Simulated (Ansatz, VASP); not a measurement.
**InSb: VASP beside Ansatz**

```
In Sb
1.0
     0.00000    3.31231    3.31231
     3.31231    0.00000    3.31231
     3.31231    3.31231    0.00000
In Sb
1 1
Direct
  0.00000 0.00000 0.00000
  0.25000 0.25000 0.25000
```

Change from the starting cell: hydrostatic strain +1.0%.

Alike in both runs: task single point; functional PBE; k mesh 6 × 6 × 6; occupations fermi-dirac, width 0.02 eV; no spin polarisation.

|  | VASP | Ansatz |
| --- | --- | --- |
| version | VASP 6.6.1 | Ansatz 0.2.0 |
| potentials or method | VASP PAW PBE potentials, release 64 (In_d, Sb) | plane waves, PAW |
| plane-wave cutoff (eV) | 520 | 420 |
| valence electrons in the cell | 18 | 28 |

|  | VASP | Ansatz | Ansatz less VASP |
| --- | --- | --- | --- |
| pressure (GPa) | 0.2 | 0.2 | +0.02 |

With one functional, cell and mesh, what is left measures potentials, basis and numerics. VASP's potentials hold 18 valence electrons a cell and Ansatz's 28, so a difference there can come from the potentials and not from the codes.

Neither program's run includes spin-orbit coupling.
